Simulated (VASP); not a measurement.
## AlB2Ru3: single point with PBE

The system is AlB2Ru3.

```
CELL_PARAMETERS angstrom
3.83835 0.00000 0.00000
0.00000 3.83835 0.00000
0.00000 0.00000 7.18141
ATOMIC_POSITIONS crystal
Al 0.50000 0.50000 0.00000
B 0.50000 0.00000 0.50000
B 0.00000 0.50000 0.50000
Ru 0.00000 0.00000 0.50000
Ru 0.00000 0.00000 0.84589
Ru 0.00000 0.00000 0.15411
```

The cell was built from a structure type or drawn by symmetry, and may not be a known phase.

* Program: VASP 6.6.1
* Task: single point
* Functional: PBE
* Potentials or basis: VASP PAW PBE potentials, release 64 (Al, B, Ru_pv)
* Cutoff: 520 eV
* k mesh: 10 × 10 × 6
* Occupations: gaussian, width 0.1 eV
* Spin: no spin polarisation
* Dipole correction: no
* Further INCAR settings: ALGO = Fast; EDIFF = 1e-07; NBANDS = 34

The pressure is 0.1 GPa. The largest force is 0.170 eV/Å and the band gap on the k mesh is zero (an odd number of electrons rules out a gap without spin polarisation).

Forces on the atoms (eV/Å):
```
Al   0.000  0.000  0.000
B    0.000  0.000  0.000
B    0.000  0.000  0.000
Ru   0.000  0.000  0.000
Ru   0.000  0.000 -0.170
Ru   0.000  0.000  0.170
```

Stress tensor (GPa, compression positive):
```
-0.03  0.00  0.00
 0.00 -0.03  0.00
 0.00  0.00  0.48
```

Levels at points of the mesh, in eV from the Fermi level:
```csv
k point,band 23,band 24,band 25,band 26,band 27,band 28
"(0.00, 0.00, 0.00)",-0.88,-0.52,-0.31,-0.10,-0.10,1.18
"(0.50, 0.00, 0.00)",-0.72,-0.49,-0.21,0.17,0.47,0.90
"(0.50, 0.50, 0.00)",-0.05,0.10,0.35,0.73,0.73,0.99
"(0.00, 0.00, 0.50)",-1.26,-0.97,-0.87,-0.87,-0.26,1.01
"(0.50, 0.00, 0.50)",-0.80,-0.64,-0.40,-0.25,0.13,0.50
"(0.50, 0.50, 0.50)",-0.58,0.12,0.32,0.32,0.87,1.07
```

Run time: 4.4 min on 1 thread of AMD EPYC 7R13 Processor (Zen 3) (shared host), peak memory 0.36 GiB.
